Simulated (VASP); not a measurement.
# Mo3H in VASP: notebook

Mo3H is run at these levels: PBE; tasks: single point.

Everything below comes from runs of VASP 6.6.1. Logs are shortened: lines on timing, memory, paths and dates and some standing lists are left out, and cuts for length are marked.

## (1) The cell of the first run

The cell holds a slab with vacuum, 4 atoms: a = 2.737 Å, b = 2.737 Å, c = 21.308 Å, α = 90.00°, β = 90.00°, γ = 109.47°.

## (2) Single point, PBE, collinear spin

Contents of INCAR:

```
SYSTEM = Mo3H
PREC = Accurate ; ENCUT = 520
EDIFF = 1E-7 ; ISMEAR = 0
SIGMA = 0.1 ; LREAL = .False.
LASPH = .True. ; NELM = 150
ALGO = Normal ; ISIF = 2
LWAVE = .False. ; LCHARG = .True.
ISPIN = 2 ; MAGMOM = 0 0 0 1
LORBIT = 11 ; LMAXMIX = 4
LDIPOL = .True. ; IDIPOL = 3
DIPOL = 0.5 0.5 0.338 ; GGA = PE
LELF = .True. ; LVHAR = .True.
LVACPOTAV = .True. ; NBANDS = 34
```

Contents of KPOINTS:

```
regular mesh
0
Gamma
  10 10 1
  0 0 0
```

Contents of POSCAR:

```
Mo3H
1.0
    2.7370454666      0.0000000000      0.0000000000
   -0.9123484889      2.5805112132      0.0000000000
    0.0000000000      0.0000000000     21.3082440588
Mo H
3 1
Direct
    0.5000000000      0.5000000000      0.1877207708
    0.0000000000      0.0000000000      0.2888166433
    0.5000000000      0.5000000000      0.3899074948
    0.8333333333      0.8333333333      0.4842371821
```

Potentials or basis: VASP PAW PBE potentials, release 64 (Mo_sv, H).

Started as:

```sh
$ cat potpaw_PBE.64/Mo_sv/POTCAR potpaw_PBE.64/H/POTCAR > POTCAR
$ mpirun -np 1 vasp_std > vasp.out
```

OUTCAR:

```text
SYSTEM = Mo3H
   PREC = Accurate
   ENCUT = 520
   EDIFF = 1E-7
   ISMEAR = 0
   LREAL = .False.
   LASPH = .True.
   NELM = 150
   ISIF = 2
   ISPIN = 2
   LORBIT = 11
   GGA = PE

 ion  position               nearest neighbor table
   1  0.500  0.500  0.188-   2 2.67   2 2.67   2 3.10   2 3.10
   2  0.000  0.000  0.289-   3 2.67   3 2.67   1 2.67   1 2.67   3 3.10   3 3.10   1 3.10   1 3.10

   3  0.500  0.500  0.390-   2 2.67   2 2.67   2 3.10   2 3.10
   4  0.833  0.833  0.484-

  LATTYP: Found a base centered orthorhombic cell.
 ALAT       =     3.1604678739
 B/A-ratio  =     1.4142135624
 C/A-ratio  =     6.7421169615

  Lattice vectors:

 A1 = (   2.7370454666,   0.0000000000,   0.0000000000)
 A2 = (  -0.9123484889,   2.5805112132,   0.0000000000)
 A3 = (   0.0000000000,   0.0000000000,  21.3082440588)

Analysis of symmetry for initial positions (statically):
=====================================================================
 Subroutine PRICEL returns:
 Original cell was already a primitive cell.

 Routine SETGRP: Setting up the symmetry group for a
 base centered orthorhombic supercell.

 Subroutine GETGRP returns: Found  2 space group operations
 (whereof  2 operations were pure point group operations)
 out of a pool of  8 trial point group operations.

The static configuration has the point symmetry C_1h.

Analysis of symmetry for dynamics (positions and initial velocities):
=====================================================================
 Subroutine PRICEL returns:
 Original cell was already a primitive cell.

 Routine SETGRP: Setting up the symmetry group for a
 base centered orthorhombic supercell.

 Subroutine GETGRP returns: Found  2 space group operations
 (whereof  2 operations were pure point group operations)
 out of a pool of  8 trial point group operations.

The dynamic configuration has the point symmetry C_1h.

Analysis of structural, dynamic, and magnetic symmetry:
=====================================================================
 Subroutine PRICEL returns:
 Original cell was already a primitive cell.

 Routine SETGRP: Setting up the symmetry group for a
 base centered orthorhombic supercell.

 Subroutine GETGRP returns: Found  2 space group operations
 (whereof  2 operations were pure point group operations)
 out of a pool of  8 trial point group operations.

The overall configuration has the point symmetry C_1h.

 Subroutine INISYM returns: Found  2 space group operations
 (whereof  2 operations are pure point group operations),
 and found     1 'primitive' translations

----------------------------------------------------------------------------------------

                                     Primitive cell

  volume of cell :     150.4996

  direct lattice vectors                    reciprocal lattice vectors
     2.737045467  0.000000000  0.000000000     0.365357467  0.129173371  0.000000000
    -0.912348489  2.580511213  0.000000000     0.000000000  0.387520114  0.000000000
     0.000000000  0.000000000 21.308244059     0.000000000  0.000000000  0.046930193

  length of vectors
     2.737045467  2.737045467 21.308244059     0.387520114  0.387520114  0.046930193

  position of ions in fractional coordinates (direct lattice)
     0.500000000  0.500000000  0.187720771
     0.000000000  0.000000000  0.288816643
     0.500000000  0.500000000  0.389907495
     0.833333333  0.833333333  0.484237182

  ion indices of the primitive-cell ions
   primitive index   ion index
                 1           1
                 2           2
                 3           3
                 4           4

----------------------------------------------------------------------------------------

 KPOINTS: regular mesh

Automatic generation of k-mesh.
 Grid dimensions read from file:
 generate k-points for:   10   10    1

 Generating k-lattice:

  Cartesian coordinates                     Fractional coordinates (reciprocal lattice)
     0.036535747  0.012917337  0.000000000     0.100000000  0.000000000  0.000000000
     0.000000000  0.038752011  0.000000000     0.000000000  0.100000000  0.000000000
     0.000000000  0.000000000  0.046930193     0.000000000  0.000000000  1.000000000

  Length of vectors
     0.038752011  0.038752011  0.046930193

  Shift w.r.t. Gamma in fractional coordinates (k-lattice)
     0.000000000  0.000000000  0.000000000

 Subroutine IBZKPT returns following result:
 ===========================================

 Found     31 irreducible k-points:

 Following reciprocal coordinates:
            Coordinates               Weight
  0.000000  0.000000  0.000000      1.000000
  0.100000  0.000000  0.000000      4.000000
  0.200000  0.000000  0.000000      4.000000
  0.300000 -0.000000  0.000000      4.000000
  0.400000  0.000000  0.000000      4.000000
  0.500000 -0.000000  0.000000      2.000000
[... 16 lines left out ...]
  0.300000  0.300000  0.000000      2.000000
  0.400000  0.300000  0.000000      4.000000
 [... further k-points ...]
   k-points           NKPTS =     31   k-points in BZ     NKDIM =     31   number of bands    NBANDS=     34
   number of dos      NEDOS =    301   number of ions     NIONS =      4
   total plane-waves  NPLWV =  64000
   dimension x,y,z NGX =    20 NGY =   20 NGZ =  160
   dimension x,y,z NGXF=    40 NGYF=   40 NGZF=  320
   ions per type =               3   1
   NGX,Y,Z   is equivalent  to a cutoff of  12.15, 12.15, 12.48 a.u.
   NGXF,Y,Z  is equivalent  to a cutoff of  24.30, 24.30, 24.97 a.u.
 SYSTEM =  Mo3H
   PREC   = accura    normal or accurate (medium, high low for compatibility)
   ISTART =      0    job   : 0-new  1-cont  2-samecut
   ICHARG =      2    charge: 1-file 2-atom 10-const
   ISPIN  =      2    spin polarized calculation?
   LNONCOLLINEAR =      F non collinear calculations
   LSORBIT =      F    spin-orbit coupling
   LASPH  =      T    aspherical Exc in radial PAW
   ENCUT  =  520.0 eV  38.22 Ry    6.18 a.u.   5.09  5.09 39.62*2*pi/ulx,y,z
   NELM   =    150;   NELMIN=  2; NELMDL= -5     # of ELM steps
   EDIFF  = 0.1E-06   stopping-criterion for ELM
   LREAL  =      F    real-space projection
   EDIFFG = 0.1E-05   stopping-criterion for IOM
   NSW    =      0    number of steps for IOM
   IBRION =     -1    ionic relax: 0-MD 1-quasi-New 2-CG
   NFREE  =      0    steps in history (QN), initial steepest desc. (CG)
   ISIF   =      2    stress and relaxation
   ISYM   =      2    0-nonsym 1-usesym 2-fastsym
   POTIM  = 0.5000    time-step for ionic-motion
   TEBEG  =    0.0;   TEEND  =   0.0 temperature during run
   PSTRESS=    0.0 pullay stress
   NELECT =      43.0000    total number of electrons
   NUPDOWN=      -1.0000    fix difference up-down
   EMIN   =  10.00;   EMAX   =-10.00  energy-range for DOS
   EFERMI =   0.00;   METHOD = LEGACY
   ISMEAR =     0;   SIGMA  =   0.10  broadening in eV -4-tet -1-fermi 0-gaus
   EFERMI_NEDOS =   21; number of points for ismear=-14 and -15
   IALGO  =     38    algorithm
   IMIX   =      4    mixing-type and parameters
     AMIX     =   0.40;   BMIX     =  1.00
     AMIX_MAG =   1.60;   BMIX_MAG =  1.00
  volume/ion in A,a.u.               =      37.62       253.91
  Fermi-wavevector in a.u.,A,eV,Ry     =   1.078249  2.037596 15.818426  1.162621
  Thomas-Fermi vector in A             =   2.214183
   LORBIT       =     11    0 simple, 1 ext, 2 COOP (PROOUT), +10 PAW based schemes
   GGA     = PE    functional components
   LHFCALC =     F    Hartree Fock is set to
   AEXX    =    0.0000 exact exchange contribution
   IVDW    =     0    specifies the selected vdW correction
   LEPSILON=     F    determine dielectric tensor
   LRPA    =     F    only Hartree local field effects (RPA)
 spin polarized calculation
 Gauss-broadening in eV      SIGMA  =   0.10
  energy-cutoff  :      520.00
  volume of cell :      150.50
 maximum number of plane-waves:      4094
   NGX = 11   NGY = 11   NGZ = 79

 dipolmoment           0.000000      0.000000     -0.000008 electrons x Angstroem

 number of electron      42.9999993 magnetization       0.0051829

 number of electron      42.9999993 magnetization      -0.0000404

 dipolmoment           0.000000      0.000000      0.042020 electrons x Angstroem

 Free energy of the ion-electron system (eV)
  ---------------------------------------------------
  ext. energy  EPLUGINS =         0.00000000
  ---------------------------------------------------
  free energy    TOTEN  =       -32.93877438 eV

  energy without entropy =      -32.91688827  energy(sigma->0) =      -32.92783133

 E-fermi :   0.5902     XC(G=0):  -5.4353

 val. band max:        0.5675839662   @ k =   0.1000   0.1000   0.0000
 cond. band min:       0.5931673285   @ k =   0.4000   0.4000   0.0000
 fundamental gap:      0.0255833623
 Fermi energy:         0.5901884567

 spin component 1

 k-point     1 :       0.0000    0.0000    0.0000
  band No.  band energies     occupation
      1     -60.6931      1.00000
      2     -60.5089      1.00000
      3     -60.3731      1.00000
      4     -35.2226      1.00000
      5     -34.6189      1.00000
      6     -34.4054      1.00000
[... 853 lines left out ...]
     32       9.1337      0.00000
     33       9.4667      0.00000

 [... further k-points ...]

 spin component 2

 k-point     1 :       0.0000    0.0000    0.0000
  band No.  band energies     occupation
      1     -60.6931      1.00000
      2     -60.5089      1.00000
      3     -60.3731      1.00000
      4     -35.2226      1.00000
      5     -34.6189      1.00000
      6     -34.4054      1.00000
[... 853 lines left out ...]
     32       9.1336      0.00000
     33       9.4667      0.00000

 [... further k-points ...]

 [bands above 33 left out]

------------------------ aborting loop because EDIFF is reached ----------------------------------------

  FORCE on cell =-STRESS in cart. coord.  units (eV):
  Direction    XX          YY          ZZ          XY          YZ          ZX
  --------------------------------------------------------------------------------------
  -------------------------------------------------------------------------------------
  Total       -2.4405146     -2.6974939     -3.3674851     -0.3634237     -0.2321981     -0.1641889
  in kB      -25.9810418    -28.7167726    -35.8493131     -3.8689076     -2.4719166     -1.7479097
  external PRESSURE =     -30.1823758 kB  Pullay stress =       0.0000000 kB

 VOLUME and BASIS-vectors are now :
 -----------------------------------------------------------------------------
  energy-cutoff  :      520.00
  volume of cell :      150.50
      direct lattice vectors                 reciprocal lattice vectors
     2.737045467  0.000000000  0.000000000     0.365357467  0.129173371  0.000000000
    -0.912348489  2.580511213  0.000000000     0.000000000  0.387520114  0.000000000
     0.000000000  0.000000000 21.308244059     0.000000000  0.000000000  0.046930193

 POSITION                                       TOTAL-FORCE (eV/Angst)
 -----------------------------------------------------------------------------------
      0.91235      1.29026      4.00000         0.063483      0.089778      0.092634
      0.00000      0.00000      6.15418        -0.159347     -0.225351     -0.477094
      0.91235      1.29026      8.30824         0.212307      0.300248      2.360180
      1.52058      2.15043     10.31824        -0.116443     -0.164675     -1.975719
 -----------------------------------------------------------------------------------
    total drift:                               -0.000019     -0.000026      0.000079

  FREE ENERGIE OF THE ION-ELECTRON SYSTEM (eV)
  ---------------------------------------------------
  free  energy   TOTEN  =       -32.9387743827 eV

  energy  without entropy=      -32.9168882720  energy(sigma->0) =      -32.92783133

 vacuum level on the upper side and lower side of the slab         6.220         5.143

 total charge

# of ion       s       p       d       tot
------------------------------------------
    1        2.374   6.130   3.912  12.416
    2        2.384   6.212   3.953  12.548
    3        2.348   6.145   3.884  12.376
    4        0.398   0.003   0.000   0.401
--------------------------------------------------
tot          7.503  18.490  11.749  37.742

 magnetization (x)

# of ion       s       p       d       tot
------------------------------------------
    1       -0.000  -0.000  -0.000  -0.000
    2       -0.000  -0.000  -0.000  -0.000
    3        0.000   0.000   0.000   0.000
    4       -0.000   0.000   0.000  -0.000
--------------------------------------------------
tot         -0.000  -0.000  -0.000  -0.000
```

It took 4.7 min on 1 thread of Intel Xeon 6975P-C (Granite Rapids), shared host; peak memory 0.42 GiB.

What came out:

```yaml
Free_energy: -32.9388 eV
Largest_force: 2.389 eV/Å
Net_moment: 0.00 μB per cell
Valence_electrons_inside_the_program's_atomic_spheres: Mo 12.42, 12.55, 12.38; H 0.40
```

Forces on the atoms (eV/Å):
```
Mo   0.063  0.090  0.093
Mo  -0.159 -0.225 -0.477
Mo   0.212  0.300  2.360
H   -0.116 -0.165 -1.976
```

## (3) Single point, PBE, collinear spin

Contents of INCAR:

```
SYSTEM = Mo3H
PREC     = Accurate       ! precision mode
ENCUT    = 520            ! plane-wave cutoff, eV
EDIFF    = 1E-6           ! SCF threshold, eV
ISMEAR   = 0              ! smearing method
SIGMA    = 0.1            ! smearing width, eV
LREAL    = .False.        ! projectors in reciprocal space
LASPH    = .True.         ! aspherical terms in the spheres
NELM     = 150            ! most SCF steps
ALGO     = Normal         ! electronic algorithm
ISIF     = 2              ! what is computed and relaxed
LWAVE    = .False.        ! write WAVECAR
LCHARG   = .False.        ! write CHGCAR
ISPIN    = 2              ! spin polarisation
MAGMOM   = 0 0 0 1        ! initial moments
LORBIT   = 11             ! projections on sites
LMAXMIX  = 4              ! l up to which the mixer works
LDIPOL   = .True.       
IDIPOL   = 3            
DIPOL    = 0.5 0.5 0.329
GGA      = PE             ! functional
NBANDS   = 34             ! bands
```

Contents of KPOINTS:

```
Automatic mesh
0
Gamma
  10 10 1
  0 0 0
```

Edit POSCAR of step 2 so:

```diff
@@ -11,2 +11,2 @@
     0.5000000000      0.5000000000      0.3899074948
-    0.8333333333      0.8333333333      0.4842371821
+    0.8333333333      0.8333333333      0.4495088395
```

Potentials or basis: VASP PAW PBE potentials, release 64 (Mo_sv, H).

Started as:

```sh
$ cat potpaw_PBE.64/Mo_sv/POTCAR potpaw_PBE.64/H/POTCAR > POTCAR
$ mpirun -np 1 vasp_std > vasp.out
```

Run time: 4.4 min. Hardware: 1 thread of Intel Xeon 6975P-C (Granite Rapids), shared host; peak memory 0.42 GiB.

Results (log left out):

```
Free energy                                           : -33.6904 eV
Largest force                                         : 1.979 eV/Å
Net moment                                            : 0.00 μB per cell
Valence electrons inside the program's atomic spheres : Mo 12.42, 12.55, 12.54; H 0.55
```

Forces in eV/Å, atoms in the order of the input:
```
Mo   0.118  0.167  0.145
Mo  -0.284 -0.402 -0.775
Mo  -0.787 -1.112 -0.464
H    0.952  1.347  1.094
```

Levels at points of the mesh, in eV from the Fermi level:
Spin up:
```tsv
k point	band 20	band 21	band 22	band 23	band 24	band 25
(0.00, 0.00, 0.00)	-1.29	-0.98	-0.84	0.77	1.25	1.26
(0.50, 0.00, 0.00)	-0.88	0.83	1.27	1.65	1.71	1.82
(0.50, 0.50, 0.00)	0.09	0.14	1.23	1.45	2.71	2.73
```
Spin down:
```tsv
k point	band 18	band 19	band 20	band 21	band 22	band 23	band 24	band 25	band 26	band 27
(0.00, 0.00, 0.00)	-2.26	-1.50	-1.29	-0.98	-0.84	0.77	1.25	1.26	1.38	1.64
(0.50, 0.00, 0.00)	-2.94	-1.54	-0.88	0.83	1.27	1.65	1.71	1.82	2.51	2.66
(0.50, 0.50, 0.00)	-2.85	-1.51	0.09	0.14	1.23	1.45	2.71	2.73	3.95	4.45
```

## (4) Single point, PBE, collinear spin

Contents of INCAR:

```
SYSTEM = Mo3H
PREC     = Accurate       ! precision mode
ENCUT    = 520            ! plane-wave cutoff, eV
EDIFF    = 1E-6           ! SCF threshold, eV
ISMEAR   = 0              ! smearing method
SIGMA    = 0.1            ! smearing width, eV
LREAL    = .FALSE.        ! projectors in reciprocal space
LASPH    = .TRUE.         ! aspherical terms in the spheres
NELM     = 150            ! most SCF steps
ALGO     = Normal         ! electronic algorithm
ISIF     = 2              ! what is computed and relaxed
LWAVE    = .FALSE.        ! write WAVECAR
LCHARG   = .TRUE.         ! write CHGCAR
ISPIN    = 2              ! spin polarisation
MAGMOM   = 0 0 0 1        ! initial moments
LORBIT   = 11             ! projections on sites
LMAXMIX  = 4              ! l up to which the mixer works
LDIPOL   = .TRUE.       
IDIPOL   = 3            
DIPOL    = 0.5 0.5 0.342
GGA      = PE             ! functional
LELF     = .TRUE.         ! ELF
LVHAR    = .TRUE.       
LVACPOTAV= .TRUE.       
NBANDS   = 34             ! bands
```

Contents of KPOINTS:

```
Automatic mesh
0
G
  10 10 1
  0 0 0
```

Edit POSCAR of step 3 so:

```diff
@@ -11,2 +11,2 @@
     0.5000000000      0.5000000000      0.3899074948
-    0.8333333333      0.8333333333      0.4495088395
+    0.6666666667      0.6666666667      0.5030092592
```

Started as:

```sh
$ cat potpaw_PBE.64/Mo_sv/POTCAR potpaw_PBE.64/H/POTCAR > POTCAR
$ mpirun -np 1 vasp_std > vasp.out
```

It took 6 min on 1 thread of Intel Xeon 6975P-C (Granite Rapids), shared host; peak memory 0.42 GiB.

The run converged. Its results:

```
Free energy                                           : -32.2531 eV
Largest force                                         : 2.068 eV/Å
Net moment                                            : 0.20 μB per cell
Site moments                                          : Mo +0.01, +0.00, +0.03; H +0.07 μB
Valence electrons inside the program's atomic spheres : Mo 12.42, 12.55, 12.38; H 0.37
```

Forces on the atoms (eV/Å):
```
Mo   0.024  0.034  0.107
Mo  -0.070 -0.099 -0.412
Mo   0.098  0.138  2.061
H   -0.052 -0.073 -1.756
```

Levels at points of the mesh, in eV from the Fermi level:
Spin up:
```tsv
k point	band 18	band 19	band 20	band 21	band 22	band 23	band 24	band 25	band 26	band 27
(0.00, 0.00, 0.00)	-2.18	-1.43	-1.26	-0.85	-0.82	0.69	1.34	1.43	1.49	1.68
(0.50, 0.00, 0.00)	-2.49	-1.31	-0.33	0.46	1.39	1.63	1.73	2.06	2.31	2.71
(0.50, 0.50, 0.00)	-2.73	-0.33	0.01	0.32	1.17	1.64	2.87	2.99	3.26	4.00
```
Spin down:
```tsv
k point	band 19	band 20	band 21	band 22	band 23	band 24	band 25	band 26
(0.00, 0.00, 0.00)	-1.43	-1.25	-0.83	-0.81	0.74	1.35	1.44	1.50
(0.50, 0.00, 0.00)	-1.17	-0.08	0.56	1.41	1.64	1.74	2.08	2.35
(0.50, 0.50, 0.00)	-0.26	0.29	0.32	1.22	1.80	2.88	2.99	3.42
```

## (5) The runs side by side

```tsv
cell	gap on the mesh (eV)	moment (μB)	largest force (eV/Å)
as given, atomic positions A	none	0.00	2.39
as given, atomic positions B	none	0.00	1.98
as given, atomic positions C	none	0.20	2.07
```

Alike in all rows: task single point; level PBE; potentials or basis VASP PAW PBE potentials, release 64 (Mo_sv, H); spin collinear; k mesh 10 × 10 × 1; cutoff (eV) 520; smearing gaussian 0.1 eV.

Absolute energies hang on the potentials; compare differences alone.
